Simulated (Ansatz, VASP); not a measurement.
## PtSe2 in VASP and in Ansatz

Contents of POSCAR:

```
PtSe2
1.0
    3.7069018370      0.0000000000      0.0000000000
   -1.8534509185      3.2102711602      0.0000000000
    0.0000000000      0.0000000000     31.1215005259
Se Pt
2 1
Direct
    0.6666666667      0.3333333333      0.4574342091
    0.3333333333      0.6666666667      0.5425657909
    0.0000000000      0.0000000000      0.5000000000
```

File INCAR.step1:

```
PREC = Accurate ; ENCUT = 400
EDIFF = 1E-5 ; ISMEAR = 0
SIGMA = 0.01 ; LREAL = F
LASPH = T ; NELM = 120
ALGO = Normal ; ISIF = 2
LWAVE = T ; LCHARG = F
LDIPOL = T ; IDIPOL = 3
DIPOL = 0.5 0.5 0.500 ; GGA = PE
NBANDS = 18 ; GGA_COMPAT = F
NELMDL = -8
```

The input INCAR.step2:

```
PREC = Accurate ; ENCUT = 400
EDIFF = 1E-6 ; ISMEAR = 0
SIGMA = 0.01 ; LREAL = F
LASPH = T ; NELM = 120
ALGO = Normal ; ISIF = 2
LWAVE = F ; LCHARG = F
LDIPOL = T ; IDIPOL = 3
DIPOL = 0.5 0.5 0.500 ; GGA = PE
LHFCALC = T ; HFSCREEN = 0.2079
PRECFOCK = Normal ; ISTART = 1
NBANDS = 18 ; GGA_COMPAT = F
```

Contents of KPOINTS:

```
Automatic mesh
0
Gamma
  6 6 1
```

Input for Ansatz:

```yaml
crystal:
  lattice:
    - [3.706901837, 0.0, 0.0]
    - [-1.8534509185, 3.2102711602, 0.0]
    - [0.0, 0.0, 31.1215005259]
  atoms:
    - { symbol: Se, position: [0.6666666667, 0.3333333333, 0.4574342091] }
    - { symbol: Pt, position: [0.0, 0.0, 0.5] }
    - { symbol: Se, position: [0.3333333333, 0.6666666667, 0.5425657909] }
  periodic: [true, true, false]
basis:
  ecutwfc: 420
kpoints:
  mp_grid: { grid: [6, 6, 1] }
  band_path:
    path:
      - [0.0, 0.0, 0.0]
      - [0.5, 0.0, 0.0]
      - [0.3333333333, 0.3333333333, 0.0]
      - [-0.083333, 0.041667, 0.0]
      - [0.0, 0.229167, 0.0]
    npoints: 1
hamiltonian:
  xc: hse06
scf:
  occupations: { method: fixed }
  n_extra_bands: 6
output:
  eigenvalues: true
  write_density: true
  write_potential: true
  elf: true
  volumetric_format: npy
```

Alike in both runs: task single point; functional HSE06; k mesh 6 × 6 × 1; no spin polarisation.

|  | VASP | Ansatz |
| --- | --- | --- |
| version | VASP 6.6.1 | Ansatz 0.2.0 |
| potentials or method | VASP PAW PBE potentials, release 64 (Se, Pt), cutoff 400 eV | scalar-relativistic, plane waves, PAW |
| occupations | gaussian, width 0.01 eV | fixed |
| valence electrons in the cell | 22 | 50 |

|  | VASP | Ansatz | Ansatz less VASP |
| --- | --- | --- | --- |
| gap on the k mesh at the Fermi level (eV) | 2.18 | 2.19 | +0.015 |
| least direct gap on the mesh (eV) | 2.35 | 2.36 | +0.011 |

VASP's potentials hold 22 valence electrons a cell and Ansatz's 50, so a difference there can come from the potentials and not from the codes. Ansatz's warnings: xc potential rough in thin density.

Neither program's run includes spin-orbit coupling.
